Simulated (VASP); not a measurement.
**BaO (vib): single point with LDA**

BaO (vib):

```
CELL_PARAMETERS angstrom
0.00000 2.71709 2.71709
2.71709 0.00000 2.71709
2.71709 2.71709 0.00000
ATOMIC_POSITIONS crystal
Ba 0.00000 0.00000 0.00000
O 0.50000 0.50000 0.50000
```

```json
{
  "Program": "VASP 6.6.1",
  "Task": "single point",
  "Functional": "LDA",
  "Potentials or basis": "VASP PAW LDA potentials, release 64 (Ba_sv, O)",
  "Cutoff": "600 eV",
  "k mesh": "8 × 8 × 8",
  "Occupations": "gaussian, width 0.02 eV",
  "Spin": "no spin polarisation"
}
```

```
Pressure               : 2.2 GPa
Band gap on the k mesh : 1.60 eV, direct
```

Levels at points of the mesh, in eV from the valence-band top:
| k point | band 4 | band 5 | band 6 | band 7 | band 8 | band 9 | band 10 | band 11 | band 12 | band 13 |
| --- | --- | --- | --- | --- | --- | --- | --- | --- | --- | --- |
| (0.00, 0.00, 0.00) | -10.18 | -10.18 | -0.53 | -0.53 | -0.53 | 3.56 | 4.54 | 4.54 | 4.54 | 7.01 |
| (0.50, 0.00, 0.00) | -10.31 | -10.31 | -2.33 | -1.80 | -1.80 | 4.86 | 7.28 | 7.28 | 8.25 | 10.97 |
| (0.50, 0.50, 0.00) | -10.90 | -10.90 | -0.26 | -0.26 | 0.00 | 1.60 | 6.16 | 9.16 | 9.50 | 10.15 |

It took 26 s on 1 thread of Intel Xeon 8259CL, on a shared host, peak memory 0.16 GiB.

Caveat: spin-orbit coupling is left out, which moves the levels of the heavy elements. A k mesh can miss the band edges.
